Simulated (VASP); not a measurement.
Runs of VASP 6.6.1 on Ta3Si3Ag. The structure is that of space group Pm-3m (No. 221), or close to it. The cells are those of the table. The cell was generated, and may not be a known phase.

| task | cell | k mesh | cutoff (eV) | gap on the mesh (eV) | pressure (GPa) |
| --- | --- | --- | --- | --- | --- |
| single point | a = 5.225 Å, 7 atoms | 4 × 4 × 4 | 520 | none | 0.3 |
| relaxation of cell and atoms | relaxed from a = 4.966 Å, 7 atoms | 4 × 4 × 4 | 600 | none | -0.2 |
| single point | a = 4.966 Å, 7 atoms | 4 × 4 × 4 | 520 | none | (a) |
| single point | a = 5.236 Å, 7 atoms | 8 × 8 × 8 | 520 | none | -0.1 |

Alike in all rows: level PBE; potentials or basis VASP PAW PBE potentials, release 64 (Ta_pv, Si, Ag); no spin polarisation; smearing gaussian 0.1 eV.

Q: Estimate the missing entries.

A: (a) 26.7.

Caveats: spin-orbit coupling is left out, which moves the levels of the heavy elements; the cell stands under pressure (at least some runs).

A k mesh can miss the band edges, and the runs leave out spin-orbit coupling on Ag, Ta.

A gap of «none» marks levels without a gap at the run's occupations.
